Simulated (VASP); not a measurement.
Wanted: the native input for a VASP 6.6.1 run.

| Property | Result |
| --- | --- |
| Task | relaxation of cell and atoms |
| Functional | PBE |
| Potentials or basis | VASP PAW PBE potentials, release 64 (Pr_3, F), 4f in core |
| Cutoff | 600 eV |
| k mesh | 8 × 8 × 8 |
| Occupations | gaussian, width 0.1 eV |
| Spin | no spin polarisation |
| Dipole correction | no |
| Mended | yes |
| Further INCAR settings | ALGO = Normal; EDIFF = 1e-07; IBRION = 2; EDIFFG = -0.01; NSW = 100; ISIF = 3 |

The structure of Pr2F lies in POSCAR:

```
Pr2F
1.0
    5.5842267649      0.0000000000      0.0000000000
    0.0000000000      5.5842267649      0.0000000000
    0.0000000000      0.0000000000      5.5842267649
Pr F
4 2
Direct
    0.2500000000      0.2500000000      0.2500000000
    0.7500000000      0.7500000000      0.2500000000
    0.2500000000      0.7500000000      0.7500000000
    0.7500000000      0.2500000000      0.7500000000
    0.0000000000      0.0000000000      0.0000000000
    0.5000000000      0.5000000000      0.5000000000
```

The cell was built from a structure type or drawn by symmetry, and may not be a known phase.

The input as run:

INCAR

```
  ALGO = Normal
  EDIFF = 1E-7
  EDIFFG = -0.01
  ENCUT = 600
  GGA = PE
  GGA_COMPAT = F
  IBRION = 2
  ISIF = 3
  ISMEAR = 0
  LASPH = T
  LCHARG = F
  LMAXMIX = 6
  LREAL = F
  LWAVE = F
  NELM = 200
  NELMIN = 4
  NSW = 100
  PREC = Accurate
  SIGMA = 0.1
```

KPOINTS

```
k-points
0
Gamma
  8 8 8
```

Potentials or basis: VASP PAW PBE potentials, release 64 (Pr_3, F), 4f in core.

Run with:

```console
$ cat potpaw_PBE.64/Pr_3/POTCAR potpaw_PBE.64/F/POTCAR > POTCAR
$ mpirun -np 1 vasp_std > vasp.out
```

It gave:

```yaml
Relaxed_volume: 28.83 Å³/atom
Relaxed_cell: a = 5.572 Å, b = 5.572 Å, c = 5.572 Å, α = 90.00°, β = 90.00°, γ = 90.00°
Space_group_after_relaxing_to_0.1_Å: Pn-3m (No. 224)
Energy_gained_by_relaxing: 0.2 meV/atom
Ionic_steps: 3
Pressure_after_relaxing: 0.0 GPa
Band_gap_on_the_k_mesh: zero (bands 29 and 30 overlap by 2.03 eV)
```

Caveat: spin-orbit coupling is left out, which moves the levels of the heavy elements; the 4f electrons are frozen in the core, so they carry no moment and show no levels; the run has no spin polarisation, though such a crystal can be magnetic.

Run time: 5.5 min on 1 thread of Intel(R) Xeon(R) 6975P-C (Granite Rapids) (shared host), peak memory 0.46 GiB.
